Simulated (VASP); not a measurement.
**Ti3Al: single point with PBE**

Ti3Al:

```
Ti Al
1.0
     3.09590    0.00000    0.00000
    -1.54795    2.68112    0.00000
     0.00000    0.00000    9.75509
Ti Al
3 1
Direct
  0.66667 0.33333 0.00000
  0.33333 0.66667 0.75046
  0.33333 0.66667 0.24954
  0.66667 0.33333 0.50000
```

```json
{
  "Program": "VASP 6.6.1",
  "Task": "single point",
  "Functional": "PBE",
  "Potentials or basis": "VASP PAW PBE potentials, release 64 (Ti_sv, Al)",
  "Cutoff": "520 eV",
  "k mesh": "18 × 18 × 6",
  "Occupations": "gaussian, width 0.15 eV",
  "Spin": "collinear spin",
  "Starting moments": "[0.667, 0.667, 0.667, 0.0] μB",
  "Fixed moment": "2 μB"
}
```

* Pressure: -12.2 GPa
* Largest force: 0.020 eV/Å
* Net moment: 2.00 μB per cell
* Site moments: Ti +0.17, +0.59 (each value once); Al +0.01 μB
* Valence electrons inside the program's atomic spheres: Ti 10.09; Al 0.74

Forces on the atoms (eV/Å):
```
Ti   0.000  0.000  0.000
Ti   0.000  0.000 -0.020
Ti   0.000  0.000  0.020
Al   0.000  0.000  0.000
```

Stress tensor (GPa, compression positive):
```
-12.29   0.00   0.00
  0.00 -12.29   0.00
  0.00   0.00 -12.02
```

Run time: 12 min on 1 thread of Intel(R) Xeon(R) Platinum 8259CL CPU @ 2.50GHz (Skylake/Cascade Lake), with other jobs on the host, peak memory 0.61 GiB.

Caveat: the cell stands under tension; the total moment is fixed, so each spin has its own Fermi level and the state may be an excited one.
